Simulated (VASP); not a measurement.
# Si (a cell with a defect) in VASP: notebook, part 2 of 2

VASP 6.6.1. Earlier steps stand in the parts before.

### 3 Single point, PBE

Input file INCAR:

```
  PREC = Accurate
  ENCUT = 520
  EDIFF = 1E-6
  ISMEAR = 0
  SIGMA = 0.02
  LREAL = Auto
  LASPH = T
  NELM = 60
  ALGO = Normal
  ISIF = 2
  LWAVE = F
  LCHARG = F
  GGA = PE
  NELECT = 122.0
  NBANDS = 83
```

Input file KPOINTS:

```
Automatic mesh
0
Gamma
  2 2 2
  0.5 0.5 0.5
```

Input file POSCAR:

```
Si
1.0
    5.4700937548      5.4700937548      5.4700937548
    5.4700937548     -5.4700937548     -5.4700937548
   -5.4700937548      5.4700937548     -5.4700937548
Si
31
Direct
    0.5788691459      0.7499999422      0.2500000112
   -0.0015438492      0.7500000336      0.0072586507
    0.7483432064      0.5029198078      0.5032763831
    0.2501334641      0.7499999422      0.7461522019
   -0.0015438492      0.5072586731      0.2500000112
    0.5111108009      0.7500000336      0.4892856722
    0.2718251399      0.5107143726      0.0107143502
    0.7539812268      0.2538477515      0.7538477739
   -0.0045766126      0.2503565864      0.4970802370
    0.4950668346      0.4967235703      0.7496433670
    0.7483432064      0.0032763607      0.0029197854
    0.2501334641      0.2461521795      0.2499999198
    0.4950668346      0.2496434360     -0.0032763607
   -0.0045765212     -0.0029196940      0.7503566089
    0.2411975113     -0.0072586507      0.4927413717
    0.5111108009     -0.0107143502      0.2500000112
    0.7418326233      0.7499999422     -0.0031012266
    0.4994369608      0.5009575014      0.4990195091
   -0.0007390184      0.7500000336      0.7525450540
    0.7418326233      0.4968987959      0.2499999198
    0.2548182102      0.7500000336      0.4945670260
    0.0102511954      0.5054330189      0.0054329965
    0.4967158922      0.2474549908      0.7474549218
    0.7484794930      0.2480620188      0.4990425434
    0.2504174629      0.5009805358      0.7519380260
    0.4994369608     -0.0009805134      0.0009574790
   -0.0007390184      0.2525450316      0.2500000112
    0.2504174629      0.2519380036      0.0009805134
    0.7484794930     -0.0009574790      0.7480620412
   -0.0050660923      0.0031012266      0.5031012490
    0.2548182102     -0.0054329965      0.2500000112
```

Potentials or basis: VASP PAW PBE potentials, release 64 (Si).

The run is started by

```
$ cat potpaw_PBE.64/Si/POTCAR > POTCAR
$ mpirun -np 1 vasp_std > vasp.out
```

It took 5 min on 1 thread of AMD EPYC 7R13, shared host; peak memory 0.61 GiB.

Results (log left out):

```yaml
Free_energy: -174.4830 eV
Largest_force: 0.996 eV/Å
```

Forces on the atoms (eV/Å):
```
Si  -0.575 -0.575 -0.575
Si   0.067  0.040  0.067
Si  -0.011  0.040 -0.031
Si   0.004  0.014  0.004
Si   0.040  0.067  0.067
Si   0.035 -0.024  0.035
Si   0.035  0.035 -0.024
Si   0.004  0.004  0.014
Si   0.040 -0.031 -0.011
Si  -0.031 -0.011  0.040
Si   0.040 -0.011 -0.031
Si   0.014  0.004  0.004
Si  -0.011 -0.031  0.040
Si  -0.031  0.040 -0.011
Si   0.067  0.067  0.040
Si  -0.024  0.035  0.035
Si   0.174 -0.060  0.174
Si   0.015 -0.009 -0.054
Si   0.025 -0.001  0.025
Si  -0.060  0.174  0.174
Si   0.019  0.055  0.019
Si   0.019  0.019  0.055
Si   0.025  0.025 -0.001
Si  -0.009 -0.054  0.015
Si  -0.054  0.015 -0.009
Si  -0.009  0.015 -0.054
Si  -0.001  0.025  0.025
Si   0.015 -0.054 -0.009
Si  -0.054 -0.009  0.015
Si   0.174  0.174 -0.060
Si   0.055  0.019  0.019
```

Levels at points of the mesh, in eV from the Fermi level:
```tsv
k point	band 57	band 58	band 59	band 60	band 61	band 62	band 63	band 64	band 65	band 66
(0.25, 0.25, 0.25)	-0.20	-0.20	-0.20	-0.10	-0.10	0.76	0.76	0.92	2.01	2.01
```

Caveat: the cell carries a net charge on a neutralising background, which shifts energy and pressure; the cell is charged against a uniform background, so pressure and absolute levels hang on convention.

### 4 Single point, PBE

Input file INCAR:

```
SYSTEM = Si
PREC = Accurate
ENCUT = 520
EDIFF = 1E-6
ISMEAR = 0
SIGMA = 0.02
LREAL = Auto
LASPH = .True.
NELM = 100
ALGO = Normal
ISIF = 2
LWAVE = .False.
LCHARG = .False.
GGA = PE
NELECT = 122.0
NBANDS = 83
```

KPOINTS is that of step 3.

Input file POSCAR:

```
Si
1.0
    5.4700937548      5.4700937548      5.4700937548
    5.4700937548     -5.4700937548     -5.4700937548
   -5.4700937548      5.4700937548     -5.4700937548
Si
31
Direct
    0.5342857236      0.7500000336      0.2500000112
    0.0017884520      0.7500000336      0.0057771405
    0.7481736481      0.5029163344      0.5041934606
    0.2501555844      0.7500000336      0.7476475145
    0.0017884520      0.5057771629      0.2500000112
    0.5069679103      0.7500000336      0.4934239925
    0.2635439290      0.5065760523      0.0065760299
    0.7525081259      0.2523525303      0.7523525527
   -0.0047426975      0.2512770460      0.4970836190
    0.4939801987      0.4958065842      0.7487229074
    0.7481736481      0.0041934382      0.0029163120
    0.2501555844      0.2476474921      0.2500000112
    0.4939801987      0.2487228850     -0.0041934382
   -0.0047426061     -0.0029163120      0.7512770684
    0.2460113227     -0.0057771405      0.4942228819
    0.5069679103     -0.0065760299      0.2500000112
    0.7457067800      0.7500000336     -0.0129684249
    0.4986389854      0.5012057604      0.4996913440
   -0.0001788818      0.7500000336      0.7513289871
    0.7457066886      0.4870315061      0.2500000112
    0.2540190465      0.7499999422      0.4976488744
    0.0063701833      0.5023509876      0.0023510566
    0.4984920958      0.2486709663      0.7486708974
    0.7474331672      0.2484855948      0.4987941930
    0.2489476526      0.5003086094      0.7515143587
    0.4986389854     -0.0003085870      0.0012058294
   -0.0001788818      0.2513289647      0.2500000112
    0.2489476526      0.2515144277      0.0003086784
    0.7474332586     -0.0012057380      0.7484856172
    0.0086751712      0.0129684249      0.5129684473
    0.2540191379     -0.0023509652      0.2500000112
```

Potentials or basis: VASP PAW PBE potentials, release 64 (Si).

The run is started by

```
$ cat potpaw_PBE.64/Si/POTCAR > POTCAR
$ mpirun -np 1 vasp_std > vasp.out
```

OUTCAR:

```text
SYSTEM = Si
   PREC = Accurate
   ENCUT = 520
   EDIFF = 1E-6
   ISMEAR = 0
   LREAL = Auto
   LASPH = .True.
   NELM = 100
   ISIF = 2
   GGA = PE
   NELECT = 122.0

 ion  position               nearest neighbor table
   1  0.534  0.750  0.250-  16 2.41   6 2.41   7 2.41
   2  0.002  0.750  0.006-  31 2.35  22 2.35  17 2.37  19 2.40
   3  0.748  0.503  0.504-  18 2.34  20 2.35  19 2.36  24 2.39
   4  0.250  0.750  0.748-  26 2.37  25 2.37  21 2.38  19 2.38
   5  0.002  0.506  0.250-  21 2.35  22 2.35  20 2.37  27 2.40
   6  0.507  0.750  0.493-  29 2.35  18 2.35   1 2.41  21 2.41
[... 413 lines left out ...]
  Total      -22.6475587    -22.6475587    -22.6475587     -1.1732854     -1.1732854     -1.1732854
  in kB      -55.4226994    -55.4226994    -55.4226994     -2.8712430     -2.8712430     -2.8712430
  external PRESSURE =     -55.4226994 kB  Pullay stress =       0.0000000 kB

 VOLUME and BASIS-vectors are now :
 -----------------------------------------------------------------------------
  energy-cutoff  :      520.00
  volume of cell :      654.70
      direct lattice vectors                 reciprocal lattice vectors
     5.470093755  5.470093755  5.470093755     0.091406112  0.091406112  0.000000000
     5.470093755 -5.470093755 -5.470093755     0.091406112  0.000000000 -0.091406112
    -5.470093755  5.470093755 -5.470093755     0.000000000  0.091406112 -0.091406112

 POSITION                                       TOTAL-FORCE (eV/Angst)
 -----------------------------------------------------------------------------------
      5.65764      0.18755     -2.54750        -0.205127     -0.205127     -0.205127
      4.08075     -4.06119     -4.12439         0.048481      0.005907      0.048481
      4.08559      4.09957     -1.41641         0.013466      0.022481     -0.010792
      1.38124      1.35551     -6.82390        -0.012434      0.016049     -0.012434
      1.40891     -1.38934     -4.12439         0.005907      0.048481      0.048481
      4.17666      1.36967     -4.02848        -0.066475      0.017706     -0.066475
[... 23 lines left out ...]
     -2.68759      2.78250     -2.82947         0.089298      0.089298     -0.037865
      5.47922     -2.70020     -5.43525         0.008793     -0.001822     -0.001822
 -----------------------------------------------------------------------------------
    total drift:                                0.004084      0.003917      0.004224

  FREE ENERGIE OF THE ION-ELECTRON SYSTEM (eV)
  ---------------------------------------------------
  free  energy   TOTEN  =      -174.8853321216 eV

  energy  without entropy=     -174.8853321216  energy(sigma->0) =     -174.88533212
```

stdout:

```text
POSCAR found type information on POSCAR Si
 POSCAR found :  1 types and      31 ions
 scaLAPACK will be used
 LDA part: xc-table for (Slater+PW92), standard interpolation
 POSCAR, INCAR and KPOINTS ok, starting setup
 FFT: planning ... GRIDC
 FFT: planning ... GRID_SOFT
 FFT: planning ... GRID
 WAVECAR not read
 entering main loop
 the old and the new charge density differ
 old charge density:   124.00000 new  122.00000
    0.183E+01
```

Wall time 5 min (1 thread of AMD EPYC 7R13, shared host); peak memory 0.61 GiB.

Results:

| Item | Value |
| --- | --- |
| Free energy | -174.8853 eV |
| Largest force | 0.355 eV/Å |

Forces in eV/Å, atoms in the order of the input:
```
Si  -0.205 -0.205 -0.205
Si   0.048  0.006  0.048
Si   0.013  0.022 -0.011
Si  -0.012  0.016 -0.012
Si   0.006  0.048  0.048
Si  -0.066  0.018 -0.066
Si  -0.066 -0.066  0.018
Si  -0.012 -0.012  0.016
Si   0.022 -0.011  0.013
Si  -0.011  0.013  0.022
Si   0.022  0.013 -0.011
Si   0.016 -0.012 -0.012
Si   0.013 -0.011  0.022
Si  -0.011  0.022  0.013
Si   0.048  0.048  0.006
Si   0.018 -0.066 -0.066
Si   0.089 -0.038  0.089
Si   0.007  0.008 -0.013
Si   0.014 -0.002  0.014
Si  -0.038  0.089  0.089
Si  -0.002  0.009 -0.002
Si  -0.002 -0.002  0.009
Si   0.014  0.014 -0.002
Si   0.008 -0.013  0.007
Si  -0.013  0.007  0.008
Si   0.008  0.007 -0.013
Si  -0.002  0.014  0.014
Si   0.007 -0.013  0.008
Si  -0.013  0.008  0.007
Si   0.089  0.089 -0.038
Si   0.009 -0.002 -0.002
```

Caveat: the cell carries a net charge on a neutralising background, which shifts energy and pressure; the cell is charged against a uniform background, so pressure and absolute levels hang on convention.
